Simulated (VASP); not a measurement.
Input of a VASP 6.6.1 run:

Contents of INCAR:

```
  ALGO = Normal
  EDIFF = 1E-6
  ENCUT = 520
  GGA = PE
  ISIF = 2
  ISMEAR = 0
  LASPH = True
  LCHARG = True
  LELF = True
  LREAL = False
  LVHAR = True
  LWAVE = False
  NBANDS = 11
  NELM = 60
  PREC = Accurate
  SIGMA = 0.15
```

Contents of KPOINTS:

```
k-points
0
Gamma
  20 20 20
```

File POSCAR:

```
Pt
1.0
    0.0000000000      1.8600050000      2.0557950000
    1.8600050000      0.0000000000      2.0557950000
    1.8600050000      1.8600050000      0.0000000000
Pt
1
Direct
    0.0000000000      0.0000000000      0.0000000000
```

Potentials or basis: VASP PAW PBE potentials, release 64 (Pt).

Launch:

```bash
$ cat potpaw_PBE.64/Pt/POTCAR > POTCAR
$ mpirun -np 1 vasp_std > vasp.out
```

(1) What does it give for the band gap on the k mesh?

(2) Predict the pressure.

## Answers

(1) zero (bands 5 and 6 overlap by 2.97 eV).

(2) 31.6 GPa.

Caveat: the cell differs from its parent crystal (strain -0.050 along x and y, +0.050 along z); the cell stands under pressure; spin-orbit coupling is left out, which moves the levels of the heavy elements.
